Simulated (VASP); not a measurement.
Set up this calculation in VASP 6.6.1, as the native input.

```yaml
Task: single point
Functional: r2SCAN
Potentials_or_basis: VASP PAW PBE potentials, release 64 (Os)
Cutoff: 520 eV
k_mesh: 22 × 22 × 12
Occupations: fermi-dirac, width 0.1 eV
Spin: no spin polarisation
Dipole_correction: no
Further_INCAR_settings: ALGO = Normal; EDIFF = 1e-06; NBANDS = 15
```

Crystal: Os.

```xyz
2
Lattice="2.6643 0.0000 0.0000 -1.3321 2.3073 0.0000 0.0000 0.0000 4.1956" Properties=species:S:1:pos:R:3 pbc="T T T"
Os    0.0000    1.5382    1.0489
Os    1.3321    0.7691    3.1467
```

The input as run:

POSCAR

```
Os
1.0
    2.6642909916      0.0000000000      0.0000000000
   -1.3321454958      2.3073436818      0.0000000000
    0.0000000000      0.0000000000      4.1955711055
Os
2
Direct
    0.3333333333      0.6666666667      0.2500000000
    0.6666666667      0.3333333333      0.7500000000
```

INCAR.step1

```
  PREC = Accurate
  ENCUT = 520
  ISMEAR = -1
  SIGMA = 0.1
  LREAL = F
  LASPH = T
  NELM = 60
  NBANDS = 15
  GGA = PE
  ALGO = Normal
  EDIFF = 1E-4
  LWAVE = T
  LCHARG = F
```

INCAR.step2

```
  PREC = Accurate
  ENCUT = 520
  EDIFF = 1E-6
  ISMEAR = -1
  SIGMA = 0.1
  LREAL = F
  LASPH = T
  NELM = 60
  ALGO = Normal
  ISIF = 2
  LWAVE = F
  LCHARG = T
  METAGGA = R2SCAN
  LMIXTAU = T
  LELF = T
  LVHAR = T
  NBANDS = 15
  ISTART = 1
```

KPOINTS

```
regular mesh
0
Gamma
  22 22 12
```

Potentials or basis: VASP PAW PBE potentials, release 64 (Os).

Launch:

```bash
$ cat potpaw_PBE.64/Os/POTCAR > POTCAR
$ cp INCAR.step1 INCAR
$ mpirun -np 1 vasp_std > vasp.out
$ cp INCAR.step2 INCAR
$ mpirun -np 1 vasp_std > vasp.out
```

It gave:

```json
{"Pressure": "46.0 GPa", "Band gap on the k mesh": "zero (bands 8 and 9 overlap by 4.64 eV)"}
```

Caveat: the cell stands under pressure; the PAW data sets were made with another functional, which shifts forces and pressure a little; spin-orbit coupling is left out, which moves the levels of the heavy elements.

It took 5 min on 1 thread of Intel(R) Xeon(R) Platinum 8488C (Sapphire Rapids) (shared host), peak memory 0.24 GiB.
